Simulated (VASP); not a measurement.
# Si2Mo (I4/mmm) in VASP: further runs, part 2 of 2

VASP 6.6.1. The steps go on from the part before.

### 5 Single point, PBEsol (biaxial strain in the a-b plane: -3.0 %, then relaxed in part)

Input file INCAR:

```
ALGO     = Normal         # electronic algorithm
EDIFF    = 1E-6           # SCF threshold, eV
ENCUT    = 520            # plane-wave cutoff, eV
GGA      = PS             # functional
ISIF     = 2              # what is computed and relaxed
ISMEAR   = 0              # smearing method
LASPH    = T              # aspherical terms in the spheres
LCHARG   = F              # write CHGCAR
LREAL    = F              # projectors in reciprocal space
LWAVE    = F              # write WAVECAR
NBANDS   = 31             # bands
NELM     = 60             # most SCF steps
PREC     = Accurate       # precision mode
SIGMA    = 0.1            # smearing width, eV
```

Input file KPOINTS:

```
k-points
0
Gamma
  12 12 6
```

Input file POSCAR:

```
Si2Mo
1.0
    3.0943680645      0.0000000000      0.0000000000
    0.0000000000      3.0943680645      0.0000000000
    0.0000000000      0.0000000000      7.9225931391
Si Mo
4 2
Direct
    0.0000000000      0.0000000000      0.3345598189
    0.5000000000      0.5000000000      0.1654401811
    0.5000000000      0.5000000000      0.8345598189
    0.0000000000      0.0000000000      0.6654401811
    0.0000000000      0.0000000000      0.0000000000
    0.5000000000      0.5000000000      0.5000000000
```

Potentials or basis: VASP PAW PBE potentials, release 64 (Si, Mo_sv).

Started as:

```console
> cat potpaw_PBE.64/Si/POTCAR potpaw_PBE.64/Mo_sv/POTCAR > POTCAR
> mpirun -np 1 vasp_std > vasp.out
```

OUTCAR:

```text
EDIFF = 1E-6
   ENCUT = 520
   GGA = PS
   ISIF = 2
   ISMEAR = 0
   LASPH = T
   LREAL = F
   NELM = 60
   PREC = Accurate

 ion  position               nearest neighbor table
   1  0.000  0.000  0.335-   6 2.55   6 2.55   6 2.55   6 2.55   2 2.57   2 2.57   2 2.57   2 2.57
                             4 2.62   5 2.65
   2  0.500  0.500  0.165-   5 2.55   5 2.55   5 2.55   5 2.55   1 2.57   1 2.57   1 2.57   1 2.57
                             3 2.62   6 2.65
   3  0.500  0.500  0.835-   5 2.55   5 2.55   5 2.55   5 2.55   4 2.57   4 2.57   4 2.57   4 2.57
                             2 2.62   6 2.65
   4  0.000  0.000  0.665-   6 2.55   6 2.55   6 2.55   6 2.55   3 2.57   3 2.57   3 2.57   3 2.57
                             1 2.62   5 2.65
   5  0.000  0.000  0.000-   2 2.55   3 2.55   2 2.55   3 2.55   2 2.55   3 2.55   2 2.55   3 2.55
                             1 2.65   4 2.65
   6  0.500  0.500  0.500-   1 2.55   4 2.55   1 2.55   4 2.55   1 2.55   4 2.55   1 2.55   4 2.55
                             3 2.65   2 2.65

  LATTYP: Found a simple tetragonal cell.
 ALAT       =     3.0943680645
 C/A-ratio  =     2.5603266883

  Lattice vectors:

 A1 = (   3.0943680645,   0.0000000000,   0.0000000000)
[... 207 lines left out ...]
 Fermi energy:        13.2538006889

 k-point     1 :       0.0000    0.0000    0.0000
  band No.  band energies     occupation
      1     -47.4353      2.00000
      2     -47.4346      2.00000
      3     -21.7235      2.00000
      4     -21.6956      2.00000
      5     -21.5127      2.00000
      6     -21.5127      2.00000
[... 805 lines left out ...]
     30      17.1451      0.00000
     31      18.7971      0.00000

 [... further k-points ...]

------------------------ aborting loop because EDIFF is reached ----------------------------------------

  FORCE on cell =-STRESS in cart. coord.  units (eV):
  Direction    XX          YY          ZZ          XY          YZ          ZX
  --------------------------------------------------------------------------------------
  -------------------------------------------------------------------------------------
  Total        8.1660241      8.1660241      0.2124847      0.0000000      0.0000000     -0.0000000
  in kB      172.4685627    172.4685627      4.4877330      0.0000000      0.0000000     -0.0000000
  external PRESSURE =     116.4749528 kB  Pullay stress =       0.0000000 kB

 VOLUME and BASIS-vectors are now :
 -----------------------------------------------------------------------------
  energy-cutoff  :      520.00
  volume of cell :       75.86
      direct lattice vectors                 reciprocal lattice vectors
     3.094368064  0.000000000  0.000000000     0.323167761  0.000000000  0.000000000
     0.000000000  3.094368064  0.000000000     0.000000000  0.323167761  0.000000000
     0.000000000  0.000000000  7.922593139     0.000000000  0.000000000  0.126221299

 POSITION                                       TOTAL-FORCE (eV/Angst)
 -----------------------------------------------------------------------------------
      0.00000      0.00000      2.65058        -0.000000      0.000000     -0.011673
      1.54718      1.54718      1.31072        -0.000000     -0.000000      0.011673
      1.54718      1.54718      6.61188         0.000000      0.000000     -0.011673
      0.00000      0.00000      5.27201        -0.000000     -0.000000      0.011673
      0.00000      0.00000      0.00000        -0.000000     -0.000000      0.000000
      1.54718      1.54718      3.96130         0.000000      0.000000      0.000000
 -----------------------------------------------------------------------------------
    total drift:                                0.000000      0.000000     -0.000000

  FREE ENERGIE OF THE ION-ELECTRON SYSTEM (eV)
  ---------------------------------------------------
  free  energy   TOTEN  =       -49.9077033239 eV

  energy  without entropy=      -49.9034099895  energy(sigma->0) =      -49.90555666
```

OSZICAR:

```text
N       E                     dE             d eps       ncg     rms          rms(c)
DAV:   1     0.319563459574E+03    0.31956E+03   -0.23155E+04  7064   0.137E+03
DAV:   2    -0.393918307981E+02   -0.35896E+03   -0.34690E+03  7873   0.368E+02
DAV:   3    -0.515601098152E+02   -0.12168E+02   -0.11859E+02  9098   0.602E+01
DAV:   4    -0.517145522824E+02   -0.15444E+00   -0.15392E+00  8109   0.630E+00
DAV:   5    -0.517165625360E+02   -0.20103E-02   -0.20097E-02  8907   0.709E-01    0.362E+01
DAV:   6    -0.502222755373E+02    0.14943E+01   -0.91451E+00  8073   0.173E+01    0.854E+00
DAV:   7    -0.500066240661E+02    0.21565E+00   -0.16496E+00  7763   0.672E+00    0.745E+00
DAV:   8    -0.499095015358E+02    0.97123E-01   -0.29776E-01  8124   0.335E+00    0.710E-01
DAV:   9    -0.499081904865E+02    0.13110E-02   -0.90757E-03  8513   0.508E-01    0.374E-01
DAV:  10    -0.499078703916E+02    0.32009E-03   -0.33856E-03  8096   0.383E-01    0.201E-01
DAV:  11    -0.499077042131E+02    0.16618E-03   -0.92762E-04  8214   0.190E-01    0.469E-02
DAV:  12    -0.499077034771E+02    0.73599E-06   -0.22233E-05  8219   0.283E-02    0.195E-02
DAV:  13    -0.499077033239E+02    0.15319E-06   -0.23090E-06  6873   0.663E-03
   1 F= -.49907703E+02 E0= -.49905557E+02  d E =-.429333E-02
```

Wall time 2.1 min (1 thread of AMD EPYC 9R45 (Zen 5), shared host); peak memory 0.29 GiB.

Results:

```yaml
Free_energy: -49.9077 eV
Pressure: 11.6 GPa
Largest_force: 0.012 eV/Å
Band_gap_on_the_k_mesh: zero (band 22 reaches 13.85 eV, above the bottom of band 23 at 12.93 eV)
```

Forces on the atoms (eV/Å):
```
Si   0.000  0.000 -0.012
Si   0.000  0.000  0.012
Si   0.000  0.000 -0.012
Si   0.000  0.000  0.012
Mo   0.000  0.000  0.000
Mo   0.000  0.000  0.000
```

Stress tensor (GPa, compression positive):
```
17.25  0.00  0.00
 0.00 17.25  0.00
 0.00  0.00  0.45
```

Caveat: the cell differs from its parent crystal (biaxial strain in the a-b plane: -3.0 %, then relaxed in part); the PAW data sets were made with another functional, which shifts forces and pressure a little.

### 6 Summary

| cell | k mesh | gap on the mesh (eV) | pressure (GPa) | largest force (eV/Å) |
| --- | --- | --- | --- | --- |
| a = 4.458 Å, angles 138.7, 138.7, 59.8°, 3 atoms | 18 × 18 × 18 | none | 10.4 | 0.01 |
| a = 3.047, b = 3.047, c = 7.986 Å, 6 atoms | 12 × 12 × 6 | none | 18.1 | 0.01 |
| a = 3.047, b = 3.047, c = 8.033 Å, 6 atoms | 12 × 12 × 6 | none | 16.5 | 0.03 |
| a = 3.094, b = 3.094, c = 7.923 Å, 6 atoms | 12 × 12 × 6 | none | 11.6 | 0.01 |

Alike in all rows: task single point; level PBEsol; potentials or basis VASP PAW PBE potentials, release 64 (Si, Mo_sv); no spin polarisation; cutoff (eV) 520; smearing gaussian 0.1 eV.

Caveats: the PAW data sets were made with another functional, which shifts forces and pressure a little.

Total energies depend on the potentials used, so only differences within one code and one set of settings carry meaning.
